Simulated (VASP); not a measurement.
# GaN (F-43m) in VASP: settings compared, part 2 of 2

VASP 6.6.1. Earlier steps stand in the parts before.

### Step 3. Single point, PBE+D4

INCAR

```
SYSTEM = GaN
ALGO = Normal ; EDIFF = 1E-6
ENCUT = 520 ; GGA = PE
ISIF = 2 ; ISMEAR = 0
IVDW = 13 ; LASPH = .True.
LCHARG = .False. ; LREAL = .False.
LWAVE = .False. ; NBANDS = 16
NELM = 80 ; PREC = Accurate
SIGMA = 0.01
```

KPOINTS

```
k-points
0
Gamma
  6 6 6
  0 0 0
```

POSCAR

```
GaN
1.0
    0.0000000000      2.2489525415      2.2489525415
    2.2489525415      0.0000000000      2.2489525415
    2.2489525415      2.2489525415      0.0000000000
Ga N
1 1
Direct
    0.0000000000      0.0000000000      0.0000000000
    0.2500000000      0.2500000000      0.2500000000
```

Potentials or basis: VASP PAW PBE potentials, release 64 (Ga_d, N).

Launch:

```
$ cat potpaw_PBE.64/Ga_d/POTCAR potpaw_PBE.64/N/POTCAR > POTCAR
$ mpirun -np 1 vasp_std > vasp.out
```

OUTCAR:

```text
SYSTEM = GaN
   EDIFF = 1E-6
   ENCUT = 520
   GGA = PE
   ISIF = 2
   ISMEAR = 0
   IVDW = 13
   LASPH = .True.
   LREAL = .False.
   NELM = 80
   PREC = Accurate

 ion  position               nearest neighbor table
   1  0.000  0.000  0.000-   2 1.95   2 1.95   2 1.95   2 1.95
   2  0.250  0.250  0.250-   1 1.95   1 1.95   1 1.95   1 1.95

  LATTYP: Found a face centered cubic cell.
 ALAT       =     4.4979050830

  Lattice vectors:

 A1 = (   0.0000000000,   2.2489525415,   2.2489525415)
 A2 = (   2.2489525415,   0.0000000000,   2.2489525415)
 A3 = (   2.2489525415,   2.2489525415,   0.0000000000)

Analysis of symmetry for initial positions (statically):
=====================================================================
 Subroutine PRICEL returns:
 Original cell was already a primitive cell.

 Routine SETGRP: Setting up the symmetry group for a
 face centered cubic supercell.

 Subroutine GETGRP returns: Found 24 space group operations
 (whereof 24 operations were pure point group operations)
 out of a pool of 48 trial point group operations.

The static configuration has the point symmetry T_d .

Analysis of symmetry for dynamics (positions and initial velocities):
=====================================================================
 Subroutine PRICEL returns:
 Original cell was already a primitive cell.

 Routine SETGRP: Setting up the symmetry group for a
 face centered cubic supercell.

 Subroutine GETGRP returns: Found 24 space group operations
 (whereof 24 operations were pure point group operations)
 out of a pool of 48 trial point group operations.

The dynamic configuration has the point symmetry T_d .

 Subroutine INISYM returns: Found 24 space group operations
 (whereof 24 operations are pure point group operations),
 and found     1 'primitive' translations

----------------------------------------------------------------------------------------

                                     Primitive cell

  volume of cell :      22.7494

  direct lattice vectors                    reciprocal lattice vectors
     0.000000000  2.248952542  2.248952542    -0.222325723  0.222325723  0.222325723
     2.248952542  0.000000000  2.248952542     0.222325723 -0.222325723  0.222325723
     2.248952542  2.248952542  0.000000000     0.222325723  0.222325723 -0.222325723

  length of vectors
     3.180499185  3.180499185  3.180499185     0.385079448  0.385079448  0.385079448

  position of ions in fractional coordinates (direct lattice)
     0.000000000  0.000000000  0.000000000
     0.250000000  0.250000000  0.250000000

  ion indices of the primitive-cell ions
   primitive index   ion index
                 1           1
                 2           2

----------------------------------------------------------------------------------------

 KPOINTS: k-points

Automatic generation of k-mesh.
 Grid dimensions read from file:
 generate k-points for:    6    6    6

 Generating k-lattice:

  Cartesian coordinates                     Fractional coordinates (reciprocal lattice)
    -0.037054287  0.037054287  0.037054287     0.166666667  0.000000000  0.000000000
     0.037054287 -0.037054287  0.037054287     0.000000000  0.166666667  0.000000000
     0.037054287  0.037054287 -0.037054287     0.000000000  0.000000000  0.166666667

  Length of vectors
     0.064179908  0.064179908  0.064179908

  Shift w.r.t. Gamma in fractional coordinates (k-lattice)
     0.000000000  0.000000000  0.000000000

 Subroutine IBZKPT returns following result:
 ===========================================

 Found     16 irreducible k-points:

 Following reciprocal coordinates:
            Coordinates               Weight
  0.000000  0.000000  0.000000      1.000000
  0.166667  0.000000  0.000000      8.000000
  0.333333  0.000000  0.000000      8.000000
  0.500000  0.000000  0.000000      4.000000
  0.166667  0.166667  0.000000      6.000000
  0.333333  0.166667  0.000000     24.000000
[... 8 lines left out ...]
 -0.333333  0.333333  0.166667     24.000000
 -0.333333  0.500000  0.166667     12.000000
   k-points           NKPTS =     16   k-points in BZ     NKDIM =     16   number of bands    NBANDS=     16
   number of dos      NEDOS =    301   number of ions     NIONS =      2
   total plane-waves  NPLWV =  13824
   dimension x,y,z NGX =    24 NGY =   24 NGZ =   24
   dimension x,y,z NGXF=    48 NGYF=   48 NGZF=   48
   ions per type =               1   1
   NGX,Y,Z   is equivalent  to a cutoff of  12.54, 12.54, 12.54 a.u.
   NGXF,Y,Z  is equivalent  to a cutoff of  25.09, 25.09, 25.09 a.u.
 SYSTEM =  GaN
   PREC   = accura    normal or accurate (medium, high low for compatibility)
   ISTART =      0    job   : 0-new  1-cont  2-samecut
   ICHARG =      2    charge: 1-file 2-atom 10-const
   ISPIN  =      1    spin polarized calculation?
   LNONCOLLINEAR =      F non collinear calculations
   LSORBIT =      F    spin-orbit coupling
   LASPH  =      T    aspherical Exc in radial PAW
   ENCUT  =  520.0 eV  38.22 Ry    6.18 a.u.   5.91  5.91  5.91*2*pi/ulx,y,z
   NELM   =     80;   NELMIN=  2; NELMDL= -5     # of ELM steps
   EDIFF  = 0.1E-05   stopping-criterion for ELM
   LREAL  =      F    real-space projection
   EDIFFG = 0.1E-04   stopping-criterion for IOM
   NSW    =      0    number of steps for IOM
   IBRION =     -1    ionic relax: 0-MD 1-quasi-New 2-CG
   NFREE  =      0    steps in history (QN), initial steepest desc. (CG)
   ISIF   =      2    stress and relaxation
   ISYM   =      2    0-nonsym 1-usesym 2-fastsym
   POTIM  = 0.5000    time-step for ionic-motion
   TEBEG  =    0.0;   TEEND  =   0.0 temperature during run
   PSTRESS=    0.0 pullay stress
   NELECT =      18.0000    total number of electrons
   NUPDOWN=      -1.0000    fix difference up-down
   EMIN   =  10.00;   EMAX   =-10.00  energy-range for DOS
   EFERMI =   0.00;   METHOD = LEGACY
   ISMEAR =     0;   SIGMA  =   0.01  broadening in eV -4-tet -1-fermi 0-gaus
   EFERMI_NEDOS =   21; number of points for ismear=-14 and -15
   IALGO  =     38    algorithm
   IMIX   =      4    mixing-type and parameters
     AMIX     =   0.40;   BMIX     =  1.00
     AMIX_MAG =   1.60;   BMIX_MAG =  1.00
  volume/ion in A,a.u.               =      11.37        76.76
  Fermi-wavevector in a.u.,A,eV,Ry     =   1.514173  2.861371 31.194330  2.292719
  Thomas-Fermi vector in A             =   2.623866
   LORBIT       =      0    0 simple, 1 ext, 2 COOP (PROOUT), +10 PAW based schemes
   GGA     = PE    functional components
   LHFCALC =     F    Hartree Fock is set to
   AEXX    =    0.0000 exact exchange contribution
   IVDW    =    13    specifies the selected vdW correction
   LEPSILON=     F    determine dielectric tensor
   LRPA    =     F    only Hartree local field effects (RPA)
 non-spin polarized calculation
 Gauss-broadening in eV      SIGMA  =   0.01
  energy-cutoff  :      520.00
  volume of cell :       22.75
 maximum number of plane-waves:       624
   NGX = 11   NGY = 11   NGZ = 11

 number of electron      18.0000009 magnetization

 Free energy of the ion-electron system (eV)
  ---------------------------------------------------
  ext. energy  EPLUGINS =         0.00000000
  ---------------------------------------------------
  free energy    TOTEN  =       -12.13378242 eV

  energy without entropy =      -12.13378242  energy(sigma->0) =      -12.13378242

 E-fermi :   5.4067     XC(G=0): -11.6982

 val. band max:        5.3522818628   @ k =   0.0000   0.0000   0.0000
 cond. band min:       7.1138501687   @ k =   0.0000   0.0000   0.0000
 fundamental gap:      1.7615683060
 Fermi energy:         5.4067038935

 k-point     1 :       0.0000    0.0000    0.0000
  band No.  band energies     occupation
      1     -10.6346      2.00000
      2      -8.0992      2.00000
      3      -8.0992      2.00000
      4      -8.0992      2.00000
      5      -7.7735      2.00000
      6      -7.7735      2.00000
[... 8 lines left out ...]
     15      24.2499      0.00000
     16      24.2499      0.00000
[... 267 lines left out ...]
 k-point    16 :      -0.3333    0.5000    0.1667
  band No.  band energies     occupation
      1      -9.5294      2.00000
      2      -7.9672      2.00000
      3      -7.8918      2.00000
      4      -7.7820      2.00000
      5      -7.7332      2.00000
      6      -5.8836      2.00000
[... 8 lines left out ...]
     15      26.0798      0.00000
     16      28.4746      0.00000

------------------------ aborting loop because EDIFF is reached ----------------------------------------

  DFT-D4 for vdW energy calculation

  Edisp (eV):   -0.80592

  FORCE on cell =-STRESS in cart. coord.  units (eV):
  Direction    XX          YY          ZZ          XY          YZ          ZX
  --------------------------------------------------------------------------------------
  -------------------------------------------------------------------------------------
  Total       0.07074     0.07074     0.07074    -0.00000     0.00000    -0.00000
  in kB       4.98170     4.98170     4.98170    -0.00000     0.00000    -0.00000
  external pressure =        4.98 kB  Pullay stress =        0.00 kB

 VOLUME and BASIS-vectors are now :
 -----------------------------------------------------------------------------
  energy-cutoff  :      520.00
  volume of cell :       22.75
      direct lattice vectors                 reciprocal lattice vectors
     0.000000000  2.248952542  2.248952542    -0.222325723  0.222325723  0.222325723
     2.248952542  0.000000000  2.248952542     0.222325723 -0.222325723  0.222325723
     2.248952542  2.248952542  0.000000000     0.222325723  0.222325723 -0.222325723

 POSITION                                       TOTAL-FORCE (eV/Angst)
 -----------------------------------------------------------------------------------
      0.00000      0.00000      0.00000         0.000000      0.000000      0.000000
      1.12448      1.12448      1.12448        -0.000000     -0.000000     -0.000000
 -----------------------------------------------------------------------------------
    total drift:                                0.000002      0.000002      0.000002

  FREE ENERGIE OF THE ION-ELECTRON SYSTEM (eV)
  ---------------------------------------------------
  free  energy   TOTEN  =       -12.9397005083 eV

  energy  without entropy=      -12.9397005083  energy(sigma->0) =      -12.93970051
```

OSZICAR:

```text
N       E                     dE             d eps       ncg     rms          rms(c)
DAV:   1     0.809147491772E+02    0.80915E+02   -0.91759E+03   584   0.199E+03
DAV:   2    -0.811911927906E+01   -0.89034E+02   -0.82602E+02   560   0.330E+02
DAV:   3    -0.140821136688E+02   -0.59630E+01   -0.59402E+01   624   0.718E+01
DAV:   4    -0.141471479609E+02   -0.65034E-01   -0.65026E-01   624   0.801E+00
DAV:   5    -0.141479162332E+02   -0.76827E-03   -0.76827E-03   600   0.813E-01    0.774E+00
DAV:   6    -0.121326258347E+02    0.20153E+01   -0.49323E+00   768   0.399E+01    0.268E+00
DAV:   7    -0.121412949590E+02   -0.86691E-02   -0.31860E-01   560   0.652E+00    0.177E+00
DAV:   8    -0.121374669140E+02    0.38280E-02   -0.55274E-02   616   0.323E+00    0.766E-01
DAV:   9    -0.121335298786E+02    0.39370E-02   -0.13820E-02   768   0.272E+00    0.195E-01
DAV:  10    -0.121338731013E+02   -0.34322E-03   -0.15045E-03   592   0.549E-01    0.934E-02
DAV:  11    -0.121337775581E+02    0.95543E-04   -0.27570E-04   736   0.250E-01    0.933E-03
DAV:  12    -0.121337826987E+02   -0.51406E-05   -0.29869E-05   600   0.509E-02    0.112E-02
DAV:  13    -0.121337824221E+02    0.27660E-06   -0.62074E-07   408   0.142E-02
   1 F= -.12939701E+02 E0= -.12939701E+02  d E =-.107461E-16
```

Run time: 6.8 s. Hardware: 1 thread of Intel Xeon Platinum 8559C (Emerald Rapids), shared host; peak memory 0.13 GiB.

What came out:

```yaml
Free_energy: -12.9397 eV
Pressure: 0.5 GPa
Band_gap_on_the_k_mesh: 1.76 eV, direct
Dispersion_energy_per_atom: -0.403 eV
```

### Step 4. Single point, LDA

INCAR

```
PREC = Accurate
ENCUT = 520
EDIFF = 1E-6
ISMEAR = 0
SIGMA = 0.01
LREAL = F
LASPH = T
NELM = 100
ALGO = Normal
ISIF = 2
LWAVE = F
LCHARG = F
GGA = CA
NBANDS = 16
```

KPOINTS

```
regular mesh
0
Gamma
  6 6 6
```

POSCAR is that of step 3.

Potentials or basis: VASP PAW LDA potentials, release 64 (Ga_d, N).

Launch:

```
$ cat potpaw_LDA.64/Ga_d/POTCAR potpaw_LDA.64/N/POTCAR > POTCAR
$ mpirun -np 1 vasp_std > vasp.out
```

Run time: 5.4 s. Hardware: 1 thread of Intel Xeon Platinum 8559C (Emerald Rapids), shared host; peak memory 0.12 GiB.

Results (log left out):

* Free energy: -13.9327 eV
* Pressure: -4.4 GPa
* Band gap on the k mesh: 1.78 eV, direct

Levels at points of the mesh, in eV from the valence-band top:
| k point | band 7 | band 8 | band 9 | band 10 | band 11 | band 12 |
| --- | --- | --- | --- | --- | --- | --- |
| (0.00, 0.00, 0.00) | 0.00 | 0.00 | 0.00 | 1.78 | 10.14 | 10.14 |
| (0.50, 0.00, 0.00) | -7.16 | -0.99 | -0.99 | 4.58 | 8.63 | 10.23 |
| (0.50, 0.50, 0.00) | -6.23 | -2.75 | -2.75 | 3.24 | 6.52 | 11.54 |

LDA gaps usually lie below the measured ones, often by a third to a half.

### Step 5. Single point, PBE

INCAR

```
  ALGO = Normal
  EDIFF = 1E-6
  ENCUT = 520
  GGA = PE
  ISIF = 2
  ISMEAR = 0
  ISYM = 0
  LASPH = T
  LCHARG = F
  LREAL = F
  LWAVE = F
  NBANDS = 16
  NELM = 60
  PREC = Accurate
  SIGMA = 0.01
```

KPOINTS

```
k-points
0
Gamma
  8 8 1
```

POSCAR is that of step 4.

Potentials or basis: VASP PAW PBE potentials, release 64 (Ga_d, N).

Launch:

```
$ cat potpaw_PBE.64/Ga_d/POTCAR potpaw_PBE.64/N/POTCAR > POTCAR
$ mpirun -np 1 vasp_std > vasp.out
```

Wall time 11 s (1 thread of Intel Xeon Platinum 8559C (Emerald Rapids), shared host); peak memory 0.14 GiB.

The run converged, but its numbers aren't listed here, since they failed a check.

Caveat: the k points lie up to 2.42 Å⁻¹ apart.

### Step 6. Single point, PBE-based screened hybrid

POSCAR is that of step 5.

INCAR.step1

```
SYSTEM = GaN
ALGO = Normal
EDIFF = 1E-5
ENCUT = 520
GGA = PE
ISIF = 2
ISMEAR = 0
LASPH = .True.
LCHARG = .False.
LREAL = .False.
LWAVE = .True.
NBANDS = 16
NELM = 80
PREC = Accurate
SIGMA = 0.01
```

INCAR.step2

```
SYSTEM = GaN
AEXX = 0.15
ALGO = Normal
EDIFF = 1E-6
ENCUT = 520
GGA = PE
HFSCREEN = 0.3
ISIF = 2
ISMEAR = 0
ISTART = 1
LASPH = .True.
LCHARG = .False.
LHFCALC = .True.
LREAL = .False.
LWAVE = .False.
NBANDS = 16
NELM = 80
PREC = Accurate
PRECFOCK = Normal
SIGMA = 0.01
```

KPOINTS

```
k-points
0
Gamma
  4 4 4
  0 0 0
```

Potentials or basis: VASP PAW PBE potentials, release 64 (Ga_d, N).

Launch:

```
$ cat potpaw_PBE.64/Ga_d/POTCAR potpaw_PBE.64/N/POTCAR > POTCAR
$ cp INCAR.step1 INCAR
$ mpirun -np 1 vasp_std > vasp.out
$ cp INCAR.step2 INCAR
$ mpirun -np 1 vasp_std > vasp.out
```

OUTCAR:

```text
SYSTEM = GaN
   AEXX = 0.15
   EDIFF = 1E-6
   ENCUT = 520
   GGA = PE
   HFSCREEN = 0.3
   ISIF = 2
   ISMEAR = 0
   ISTART = 1
   LASPH = .True.
   LHFCALC = .True.
   LREAL = .False.
   NELM = 80
   PREC = Accurate
   PRECFOCK = Normal

 ion  position               nearest neighbor table
   1  0.000  0.000  0.000-   2 1.95   2 1.95   2 1.95   2 1.95
   2  0.250  0.250  0.250-   1 1.95   1 1.95   1 1.95   1 1.95

[... 331 lines left out ...]
     16      29.8749      0.00000

------------------------ aborting loop because EDIFF is reached ----------------------------------------

  FORCE on cell =-STRESS in cart. coord.  units (eV):
  Direction    XX          YY          ZZ          XY          YZ          ZX
  --------------------------------------------------------------------------------------
  -------------------------------------------------------------------------------------
  Total        0.3760000      0.3760000      0.3760000      0.0000000      0.0000000      0.0000000
  in kB       26.4805836     26.4805836     26.4805836      0.0000000      0.0000000      0.0000000
  external PRESSURE =      26.4805836 kB  Pullay stress =       0.0000000 kB

 VOLUME and BASIS-vectors are now :
 -----------------------------------------------------------------------------
  energy-cutoff  :      520.00
  volume of cell :       22.75
      direct lattice vectors                 reciprocal lattice vectors
     0.000000000  2.248952542  2.248952542    -0.222325723  0.222325723  0.222325723
     2.248952542  0.000000000  2.248952542     0.222325723 -0.222325723  0.222325723
     2.248952542  2.248952542  0.000000000     0.222325723  0.222325723 -0.222325723

 POSITION                                       TOTAL-FORCE (eV/Angst)
 -----------------------------------------------------------------------------------
      0.00000      0.00000      0.00000        -0.000000      0.000000      0.000000
      1.12448      1.12448      1.12448         0.000000     -0.000000     -0.000000
 -----------------------------------------------------------------------------------
    total drift:                               -0.000023     -0.000030     -0.000025

  FREE ENERGIE OF THE ION-ELECTRON SYSTEM (eV)
  ---------------------------------------------------
  free  energy   TOTEN  =       -13.4066047933 eV

  energy  without entropy=      -13.4066047933  energy(sigma->0) =      -13.40660479
```

OUTCAR.step1:

```text
SYSTEM = GaN
   EDIFF = 1E-5
   ENCUT = 520
   GGA = PE
   ISIF = 2
   ISMEAR = 0
[... 355 lines left out ...]
      0.00000      0.00000      0.00000         0.000000      0.000000      0.000000
      1.12448      1.12448      1.12448        -0.000000     -0.000000     -0.000000
 -----------------------------------------------------------------------------------
    total drift:                                0.000002      0.000002      0.000002

  FREE ENERGIE OF THE ION-ELECTRON SYSTEM (eV)
  ---------------------------------------------------
  free  energy   TOTEN  =       -12.0747913979 eV

  energy  without entropy=      -12.0747913979  energy(sigma->0) =      -12.07479140
```

OSZICAR.step1:

```text
N       E                     dE             d eps       ncg     rms          rms(c)
DAV:   1     0.901060540633E+02    0.90106E+02   -0.93061E+03   280   0.198E+03
DAV:   2    -0.769933831438E+01   -0.97805E+02   -0.90776E+02   312   0.356E+02
DAV:   3    -0.140505533830E+02   -0.63512E+01   -0.63235E+01   264   0.748E+01
DAV:   4    -0.141287850175E+02   -0.78232E-01   -0.78225E-01   360   0.891E+00
DAV:   5    -0.141296467942E+02   -0.86178E-03   -0.86174E-03   272   0.819E-01    0.779E+00
DAV:   6    -0.120703394881E+02    0.20593E+01   -0.49371E+00   384   0.401E+01    0.265E+00
DAV:   7    -0.120820460718E+02   -0.11707E-01   -0.34463E-01   280   0.639E+00    0.179E+00
DAV:   8    -0.120792361666E+02    0.28099E-02   -0.58622E-02   304   0.358E+00    0.792E-01
DAV:   9    -0.120745197692E+02    0.47164E-02   -0.16873E-02   392   0.304E+00    0.190E-01
DAV:  10    -0.120748940614E+02   -0.37429E-03   -0.17908E-03   320   0.630E-01    0.842E-02
DAV:  11    -0.120747840281E+02    0.11003E-03   -0.35969E-04   400   0.306E-01    0.103E-02
DAV:  12    -0.120747913979E+02   -0.73698E-05   -0.37794E-05   280   0.675E-02
   1 F= -.12074791E+02 E0= -.12074791E+02  d E =-.563225E-25
```

It took 2.7 min on 1 thread of Intel Xeon Platinum 8559C (Emerald Rapids), shared host; peak memory 0.24 GiB.

Results:

```yaml
Free_energy: -13.4066 eV
Pressure: 2.6 GPa
Band_gap_on_the_k_mesh: 2.38 eV, direct
```

Caveat: the k points lie up to 0.60 Å⁻¹ apart; the PAW data sets were made with another functional, which shifts forces and pressure a little.

### Step 7. Overview

| level | potentials or basis | k mesh | smearing | grid for exact exchange (PRECFOCK) | share of exact exchange | screening parameter | gap on the mesh (eV) | pressure (GPa) |
| --- | --- | --- | --- | --- | --- | --- | --- | --- |
| PBE | VASP PAW PBE potentials, release 64 (Ga_d, N) | 6 × 6 × 6 | methfessel-paxton 0.05 eV | - | - | - | 1.76 | 6.2 |
| PBE+D4 | VASP PAW PBE potentials, release 64 (Ga_d, N) | 6 × 6 × 6 | gaussian 0.01 eV | - | - | - | 1.76 | 0.5 |
| LDA | VASP PAW LDA potentials, release 64 (Ga_d, N) | 6 × 6 × 6 | gaussian 0.01 eV | - | - | - | 1.78 | -4.4 |
| PBE-based screened hybrid | VASP PAW PBE potentials, release 64 (Ga_d, N) | 4 × 4 × 4 | gaussian 0.01 eV | Normal | 0.15 | 0.3 1/Å | 2.38 | 2.6 |

Alike in all rows: task single point; no spin polarisation; cell as given; cutoff (eV) 520.

Caveats: some runs use coarse meshes; the PAW data sets were made with another functional, which shifts forces and pressure a little (some runs).

Total energies depend on the potentials used, so only differences within one code and one set of settings carry meaning.
